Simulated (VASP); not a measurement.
Set up this calculation in VASP 6.6.1, as the native input.

```
Task                   : single point
Functional             : PBE
Potentials or basis    : VASP PAW PBE potentials, release 64 (Ba_sv, Ti_sv, O)
Cutoff                 : 520 eV
k mesh                 : 7 × 7 × 7
Occupations            : fermi-dirac, width 0.08 eV
Spin                   : no spin polarisation
Dipole correction      : no
Further INCAR settings : ALGO = Normal; EDIFF = 1e-06; NBANDS = 28
```

The structure of BaTiO3 lies in POSCAR:

```
BaTiO3
1.0
    3.9998000000      0.0000000000      0.0000000000
    0.0000000000      3.9998000000      0.0000000000
    0.0000000000      0.0000000000      3.9376400000
Ba Ti O
1 1 3
Direct
    0.0000000000      0.0000000000      0.0000000000
    0.5000000000      0.5000000000      0.4820000000
    0.5000000000      0.5000000000      0.0160000000
    0.5000000000      0.0000000000      0.5150000000
    0.0000000000      0.5000000000      0.5150000000
```

This cell differs from its parent crystal: zz strain of -2 %.

These files were run (other wordings do the same):

INCAR

```
SYSTEM = BaTiO3
PREC = Accurate
ENCUT = 520
EDIFF = 1E-6
ISMEAR = -1
SIGMA = 0.08
LREAL = .FALSE.
LASPH = .TRUE.
NELM = 60
ALGO = Normal
ISIF = 2
LWAVE = .FALSE.
LCHARG = .FALSE.
GGA = PE
NBANDS = 28
```

KPOINTS

```
regular mesh
0
G
  7 7 7
  0 0 0
```

Potentials or basis: VASP PAW PBE potentials, release 64 (Ba_sv, Ti_sv, O).

Command:

```console
$ cat potpaw_PBE.64/Ba_sv/POTCAR potpaw_PBE.64/Ti_sv/POTCAR potpaw_PBE.64/O/POTCAR > POTCAR
$ mpirun -np 1 vasp_std > vasp.out
```

It gave:

| Property | Result |
| --- | --- |
| Pressure | 8.4 GPa |
| Largest force | 0.424 eV/Å |
| Band gap on the k mesh | 1.91 eV (least direct gap 2.11 eV) |

Caveat: the cell differs from its parent crystal (zz strain of -2 %); the cell stands under pressure; spin-orbit coupling is left out, which moves the levels of the heavy elements; an odd mesh through Γ misses points on the zone boundary, where band edges can lie.

Run time: 88 s on 1 thread of Intel Xeon 8259CL, on a shared host, peak memory 0.22 GiB.
